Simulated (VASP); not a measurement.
MgS, 2 atoms in the cell. Symmetry: Imm2, No. 44, orthorhombic system. Conventional cell: a = 4.007 Å, b = 4.007 Å, c = 5.666 Å, α = 90.00°, β = 90.00°, γ = 90.00°. Mg (site symmetry mm2) has 4 S at 2.20 to 2.77 Å within 2.9 Å. Within 2.9 Å of S (site symmetry mm2) lie 4 Mg at 2.20 to 2.77 Å. 

```yaml
Program: VASP 6.6.1
Task: single point
Functional: PBE
Potentials_or_basis: VASP PAW PBE potentials, release 64 (Mg, S)
Cutoff: 520 eV
k_mesh: 2 × 2 × 2
Occupations: gaussian, width 0.1 eV
Spin: no spin polarisation
Dipole_correction: no
Further_INCAR_settings: ALGO = Normal; EDIFF = 1e-06; NBANDS = 11
```

Potentials or basis: VASP PAW PBE potentials, release 64 (Mg, S).

Launch:

```console
$ cat potpaw_PBE.64/Mg/POTCAR potpaw_PBE.64/S/POTCAR > POTCAR
$ mpirun -np 1 vasp_std > vasp.out
```

Hardware: 1 thread of Intel(R) Xeon(R) Platinum 8375C CPU @ 2.90GHz (Ice Lake), with other jobs on the host.

Q: How long does it take, and how much memory?

A: Run time: 4.4 s on 1 thread of Intel(R) Xeon(R) Platinum 8375C CPU @ 2.90GHz (Ice Lake), on a shared host, peak memory 0.16 GiB. Counts: scf iterations 14, k points 5.
